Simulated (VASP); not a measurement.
# Si8NO14 (a cell with a defect) in VASP: further runs

Si8NO14 (a cell with a defect) is run at these levels: LDA; tasks: single point.

Program: VASP 6.6.1. These are calculated values, not measurements. Logs are shortened: lines on timing, memory, paths and dates and some standing lists are left out, and cuts for length are marked.

## Step 1: The cell of the first run

The cell holds a defect, 23 atoms: a = 5.896 Å, b = 5.896 Å, c = 5.330 Å, α = 90.00°, β = 90.00°, γ = 90.00°.

## Step 2: Single point, LDA, collinear spin, zero start

File INCAR:

```
SYSTEM = Si8NO14
PREC     = Accurate       ! precision mode
ENCUT    = 520            ! plane-wave cutoff, eV
EDIFF    = 1E-6           ! SCF threshold, eV
ISMEAR   = 0              ! smearing method
SIGMA    = 0.05           ! smearing width, eV
LREAL    = Auto         
LASPH    = .TRUE.         ! aspherical terms in the spheres
NELM     = 150            ! most SCF steps
ALGO     = Normal         ! electronic algorithm
ISIF     = 2              ! what is computed and relaxed
LWAVE    = .FALSE.        ! write WAVECAR
LCHARG   = .TRUE.         ! write CHGCAR
ISPIN    = 2              ! spin polarisation
MAGMOM   = 0 0 0 0 0 0 0 0 0 0 0 0 0 0 0 0 0 0 0 0 0 0 0 ! initial moments
LORBIT   = 11             ! projections on sites
GGA      = CA             ! functional
LELF     = .TRUE.         ! ELF
LVHAR    = .TRUE.       
NBANDS   = 82             ! bands
```

File KPOINTS:

```
Automatic mesh
0
G
  2 2 2
  0 0 0
```

File POSCAR:

```
Si8NO14
1.0
   -4.1693000000     -4.1693000000      0.0000000000
    4.1693000000     -4.1693000000      0.0000000000
    0.0000000000      0.0000000000      5.3304000000
Si O N
8 14 1
Direct
    0.5002397285      0.4938585614      0.0023510431
   -0.0000953397      0.4943329816      0.2511421282
    0.5002504017      0.4939874799      0.4999591025
    0.0011158948      0.5545783465      0.7511492571
   -0.0055259876      0.0019944595      0.0256354120
    0.4995277385     -0.0052030317      0.2511952199
   -0.0054324467      0.0012897849      0.4765569188
    0.4951168062     -0.0048299475      0.7511571364
    0.1927542993      0.4955293455      0.0012483116
   -0.0010802773      0.1969270621      0.2514861924
    0.8079458182      0.4946630130     -0.0000904247
   -0.0021266160      0.7975361571      0.2508965556
    0.1927198810      0.4957410117      0.5010091175
    0.8079831147      0.4948739597      0.5023506679
    0.6910621687     -0.0023563908      0.0100697884
    0.5017739189      0.6865771233      0.2510974786
    0.3089792051     -0.0025918020      0.0127318775
    0.5010861536      0.3036220709      0.2512402446
    0.6909863766     -0.0026127887      0.4922585547
    0.4998094404      0.6887212482      0.7512162314
    0.3090946922     -0.0028432830      0.4895349317
    0.4991485381      0.3002849399      0.7510880985
    0.0065339505      0.9127289953      0.7512297389
```

Potentials or basis: VASP PAW LDA potentials, release 64 (Si, O, N).

The run is started by

```console
$ cat potpaw_LDA.64/Si/POTCAR potpaw_LDA.64/O/POTCAR potpaw_LDA.64/N/POTCAR > POTCAR
$ mpirun -np 1 vasp_std > vasp.out
```

OUTCAR:

```text
SYSTEM = Si8NO14
   PREC = Accurate
   ENCUT = 520
   EDIFF = 1E-6
   ISMEAR = 0
   LREAL = Auto
   LASPH = .TRUE.
   NELM = 150
   ISIF = 2
   ISPIN = 2
   LORBIT = 11
   GGA = CA

 ion  position               nearest neighbor table
   1  0.500  0.494  0.002-  18 1.74  16 1.75  22 1.76  20 1.76   9 1.81  11 1.81   3 2.65   3 2.68

   2  1.000  0.494  0.251-  13 1.75   9 1.75  14 1.75  11 1.75  10 1.75  12 1.79   4 2.69   4 2.69
                             5 3.14   7 3.15
   3  0.500  0.494  0.500-  18 1.74  16 1.75  22 1.76  20 1.76  13 1.81  14 1.81   1 2.65   1 2.68
[... 12 lines left out ...]
  10  0.999  0.197  0.251-   7 1.66   5 1.66   2 1.75
  11  0.808  0.495  1.000-   2 1.75   4 1.78   1 1.81
  12  0.998  0.798  0.251-   7 1.70   5 1.70   2 1.79
  13  0.193  0.496  0.501-   2 1.75   4 1.78   3 1.81
  14  0.808  0.495  0.502-   2 1.75   4 1.78   3 1.81
  15  0.691  0.998  0.010-   6 1.71   5 1.79   8 1.80
  16  0.502  0.687  0.251-   3 1.75   1 1.75   6 1.82
  17  0.309  0.997  0.013-   6 1.70   8 1.77   5 1.86
  18  0.501  0.304  0.251-   3 1.74   1 1.74   6 1.82
  19  0.691  0.997  0.492-   6 1.71   7 1.79   8 1.80
  20  0.500  0.689  0.751-   1 1.76   3 1.76   8 1.81
  21  0.309  0.997  0.490-   6 1.70   8 1.77   7 1.86
  22  0.499  0.300  0.751-   3 1.76   1 1.76   8 1.80
  23  0.007  0.913  0.751-   7 1.56   5 1.56   4 2.11

  LATTYP: Found a simple tetragonal cell.
 ALAT       =     5.8962806056
 C/A-ratio  =     0.9040275313

  Lattice vectors:

 A1 = (  -4.1693000000,  -4.1693000000,   0.0000000000)
 A2 = (   4.1693000000,  -4.1693000000,   0.0000000000)
 A3 = (   0.0000000000,   0.0000000000,   5.3304000000)

Analysis of symmetry for initial positions (statically):
=====================================================================
 Subroutine PRICEL returns:
 Original cell was already a primitive cell.

 Routine SETGRP: Setting up the symmetry group for a
 simple tetragonal supercell.

 Subroutine GETGRP returns: Found  1 space group operations
 (whereof  1 operations were pure point group operations)
 out of a pool of 16 trial point group operations.

The static configuration has the point symmetry C_1 .

Analysis of symmetry for dynamics (positions and initial velocities):
=====================================================================
 Subroutine PRICEL returns:
 Original cell was already a primitive cell.

 Routine SETGRP: Setting up the symmetry group for a
[... 187 lines left out ...]

 Free energy of the ion-electron system (eV)
  ---------------------------------------------------
  ext. energy  EPLUGINS =         0.00000000
  ---------------------------------------------------
  free energy    TOTEN  =      -192.57138451 eV

  energy without entropy =     -192.57134080  energy(sigma->0) =     -192.57136266

 E-fermi :  11.8905     XC(G=0): -12.5110

 val. band max:       11.7778122478   @ k =   0.5000   0.5000   0.0000
 cond. band min:      12.0032769863   @ k =   0.5000   0.0000   0.5000
 fundamental gap:      0.2254647385
 Fermi energy:        11.8905448815

 spin component 1

 k-point     1 :       0.0000    0.0000    0.0000
  band No.  band energies     occupation
      1     -14.7231      1.00000
      2     -13.3636      1.00000
      3     -12.8097      1.00000
      4     -11.9881      1.00000
      5     -11.8860      1.00000
      6     -11.6974      1.00000
[... 589 lines left out ...]
     71      17.1710      0.00000
     72      17.4313      0.00000
 Fermi energy:        11.8905448815

 spin component 2

 k-point     1 :       0.0000    0.0000    0.0000
  band No.  band energies     occupation
      1     -14.7231      1.00000
      2     -13.3636      1.00000
      3     -12.8097      1.00000
      4     -11.9881      1.00000
      5     -11.8860      1.00000
      6     -11.6974      1.00000
[... 589 lines left out ...]
     71      17.1710      0.00000
     72      17.4313      0.00000
 [bands above 72 left out]

------------------------ aborting loop because EDIFF is reached ----------------------------------------

  FORCE on cell =-STRESS in cart. coord.  units (eV):
  Direction    XX          YY          ZZ          XY          YZ          ZX
  --------------------------------------------------------------------------------------
  -------------------------------------------------------------------------------------
  Total        6.0216213      5.5356633     22.9316594      1.5009248     -0.0266661      0.0350029
  in kB       52.0604522     47.8590595    198.2576610     12.9763763     -0.2305444      0.3026202
  external PRESSURE =      99.3923909 kB  Pullay stress =       0.0000000 kB

 VOLUME and BASIS-vectors are now :
 -----------------------------------------------------------------------------
  energy-cutoff  :      520.00
  volume of cell :      185.32
      direct lattice vectors                 reciprocal lattice vectors
    -4.169300000 -4.169300000  0.000000000    -0.119924208 -0.119924208  0.000000000
     4.169300000 -4.169300000  0.000000000     0.119924208 -0.119924208  0.000000000
     0.000000000  0.000000000  5.330400000     0.000000000  0.000000000  0.187603182

 POSITION                                       TOTAL-FORCE (eV/Angst)
 -----------------------------------------------------------------------------------
     -0.02660     -4.14469      0.01253         0.074184     -0.084893     -0.052689
     -2.10788     -6.22993      1.33869         0.280395     -0.269358     -0.004842
     -0.02611     -4.14528      2.66498         0.072593     -0.083106      0.051721
      2.30755     -2.31686      4.00393         0.071441     -0.100669      0.004604
     -4.13794     -4.15458      0.13665         0.348380     -0.566250     -0.685357
      2.06493     -6.23029      1.33897         0.113062     -0.142867     -0.019334
[... 15 lines left out ...]
     -0.82912     -3.33308      4.00360         0.060000     -0.060287      0.002497
      3.77820     -3.83268      4.00436        -4.925573      5.209861     -0.013439
 -----------------------------------------------------------------------------------
    total drift:                                0.002310     -0.018438      0.017353

  FREE ENERGIE OF THE ION-ELECTRON SYSTEM (eV)
  ---------------------------------------------------
  free  energy   TOTEN  =      -192.5713845104 eV

  energy  without entropy=     -192.5713408035  energy(sigma->0) =     -192.57136266

 total charge

# of ion       s       p       d       tot
------------------------------------------
    1        0.597   0.899   0.000   1.496
    2        0.596   0.913   0.000   1.509
    3        0.597   0.899   0.000   1.496
    4        0.653   0.814   0.000   1.466
    5        0.665   1.019   0.000   1.684
    6        0.619   0.971   0.000   1.590
[... 15 lines left out ...]
   22        1.538   3.673   0.000   5.211
   23        1.266   2.793   0.000   4.058
--------------------------------------------------
tot         27.864  61.638   0.000  89.502

 magnetization (x)

# of ion       s       p       d       tot
------------------------------------------
    1        0.000   0.000   0.000   0.000
    2        0.000   0.000   0.000   0.000
    3        0.000   0.000   0.000   0.000
    4       -0.000  -0.000   0.000  -0.000
    5       -0.000   0.000   0.000   0.000
    6        0.000   0.000   0.000   0.000
[... 15 lines left out ...]
   22        0.000   0.000   0.000   0.000
   23        0.000   0.000   0.000   0.000
--------------------------------------------------
tot          0.000  -0.000   0.000  -0.000
```

OSZICAR:

```text
N       E                     dE             d eps       ncg     rms          rms(c)
DAV:   1     0.604306765755E+03    0.60431E+03   -0.66598E+04  2624   0.143E+03
DAV:   2    -0.175904989409E+03   -0.78021E+03   -0.75998E+03  3106   0.324E+02
DAV:   3    -0.213573237183E+03   -0.37668E+02   -0.37431E+02  3320   0.710E+01
DAV:   4    -0.213961530437E+03   -0.38829E+00   -0.38725E+00  3256   0.798E+00
DAV:   5    -0.213965914468E+03   -0.43840E-02   -0.43810E-02  3208   0.806E-01    0.368E+01
DAV:   6    -0.193015551702E+03    0.20950E+02   -0.71088E+01  2992   0.299E+01    0.179E+01
DAV:   7    -0.192759025452E+03    0.25653E+00   -0.34213E+00  3224   0.648E+00    0.639E+00
DAV:   8    -0.192606048955E+03    0.15298E+00   -0.21479E-01  3056   0.175E+00    0.266E+00
DAV:   9    -0.192571264240E+03    0.34785E-01   -0.33087E-02  3128   0.906E-01    0.445E-01
DAV:  10    -0.192571461436E+03   -0.19720E-03   -0.55932E-03  3144   0.275E-01    0.320E-01
DAV:  11    -0.192571374313E+03    0.87122E-04   -0.36285E-04  3032   0.887E-02    0.136E-01
DAV:  12    -0.192571388820E+03   -0.14507E-04   -0.12020E-04  3216   0.432E-02    0.345E-02
DAV:  13    -0.192571384998E+03    0.38225E-05   -0.11588E-05  2992   0.168E-02    0.131E-02
DAV:  14    -0.192571384510E+03    0.48746E-06   -0.44752E-06  3184   0.921E-03
   1 F= -.19257138E+03 E0= -.19257136E+03  d E =-.437070E-04  mag=     0.0000
```

stdout:

```text
POSCAR found type information on POSCAR SiO N
 POSCAR found :  3 types and      23 ions
 scaLAPACK will be used
 LDA part: xc-table for (Slater(with rela. corr.)+CA(PZ))
 , standard interpolation
 POSCAR, INCAR and KPOINTS ok, starting setup
 FFT: planning ... GRIDC
 FFT: planning ... GRID_SOFT
 FFT: planning ... GRID
 WAVECAR not read
 entering main loop
```

It took 2.2 min on 1 thread of Intel Xeon 6975P-C (Granite Rapids), shared host; peak memory 0.33 GiB.

What came out:

| Property | Result |
| --- | --- |
| Free energy | -192.5714 eV |
| Pressure | 9.9 GPa |
| Largest force | 7.170 eV/Å |
| Net moment | 0.00 μB per cell |
| Valence electrons inside the program's atomic spheres | Si 1.50, 1.51, 1.47, 1.68, 1.59, 1.44 (each value once); O 5.19, 5.29, 5.26, 5.23, 5.22, 5.21 (each value once); N 4.06 |

Forces in eV/Å, atoms in the order of the input:
```
Si   0.074 -0.085 -0.053
Si   0.280 -0.269 -0.005
Si   0.073 -0.083  0.052
Si   0.071 -0.101  0.005
Si   0.348 -0.566 -0.685
Si   0.113 -0.143 -0.019
Si   0.363 -0.571  0.682
Si  -0.002 -0.135  0.003
O    0.314 -0.329 -0.083
O    0.294 -0.274 -0.003
O    0.355 -0.346 -0.089
O    0.333 -0.342  0.011
O    0.307 -0.332  0.090
O    0.361 -0.340  0.097
O    0.208 -0.259 -0.173
O    0.219 -0.178 -0.001
O    0.367 -0.168 -0.204
O    0.083 -0.084 -0.002
O    0.188 -0.279  0.173
O    0.126 -0.118  0.003
O    0.391 -0.146  0.211
O    0.060 -0.060  0.002
N   -4.926  5.210 -0.013
```

Levels at points of the mesh, in eV from the Fermi level:
Spin up:
```csv
k point,band 56,band 57,band 58,band 59,band 60,band 61,band 62,band 63,band 64,band 65
"(0.00, 0.00, 0.00)",-5.58,-5.58,-5.40,-4.60,-3.06,-0.82,1.76,2.25,2.77,2.81
"(0.50, 0.00, 0.00)",-6.02,-5.65,-5.34,-4.74,-3.73,-0.42,2.25,2.42,2.96,3.33
"(0.00, 0.50, 0.00)",-5.98,-5.97,-5.27,-4.91,-3.11,-0.27,0.96,2.64,2.65,3.12
"(0.50, 0.50, 0.00)",-5.69,-5.65,-5.58,-5.22,-3.52,-0.11,1.22,3.22,3.25,3.51
"(0.00, 0.00, 0.50)",-5.58,-5.50,-5.35,-4.89,-2.91,0.20,1.32,3.06,3.34,3.39
"(0.50, 0.00, 0.50)",-5.76,-5.30,-5.13,-5.03,-3.47,0.11,1.71,3.03,3.43,3.47
"(0.00, 0.50, 0.50)",-5.43,-5.27,-5.23,-4.93,-2.89,0.44,1.11,1.87,3.69,4.11
"(0.50, 0.50, 0.50)",-5.77,-5.56,-5.41,-5.36,-3.49,0.50,1.47,1.77,4.48,4.58
```
Spin down:
```csv
k point,band 56,band 57,band 58,band 59,band 60,band 61,band 62,band 63,band 64,band 65
"(0.00, 0.00, 0.00)",-5.58,-5.58,-5.40,-4.60,-3.06,-0.82,1.76,2.25,2.77,2.81
"(0.50, 0.00, 0.00)",-6.02,-5.65,-5.34,-4.74,-3.73,-0.42,2.25,2.42,2.96,3.33
"(0.00, 0.50, 0.00)",-5.98,-5.97,-5.27,-4.91,-3.11,-0.27,0.96,2.64,2.65,3.12
"(0.50, 0.50, 0.00)",-5.69,-5.65,-5.58,-5.22,-3.52,-0.11,1.22,3.22,3.25,3.51
"(0.00, 0.00, 0.50)",-5.58,-5.50,-5.35,-4.89,-2.91,0.20,1.32,3.06,3.34,3.39
"(0.50, 0.00, 0.50)",-5.76,-5.30,-5.13,-5.03,-3.47,0.11,1.71,3.03,3.43,3.47
"(0.00, 0.50, 0.50)",-5.43,-5.27,-5.23,-4.93,-2.89,0.44,1.11,1.87,3.69,4.11
"(0.50, 0.50, 0.50)",-5.77,-5.56,-5.41,-5.36,-3.49,0.50,1.47,1.77,4.48,4.58
```

Caveat: the k points lie up to 0.59 Å⁻¹ apart; no moment was typed at the start, so none could form.

[end of part 1 of 2]
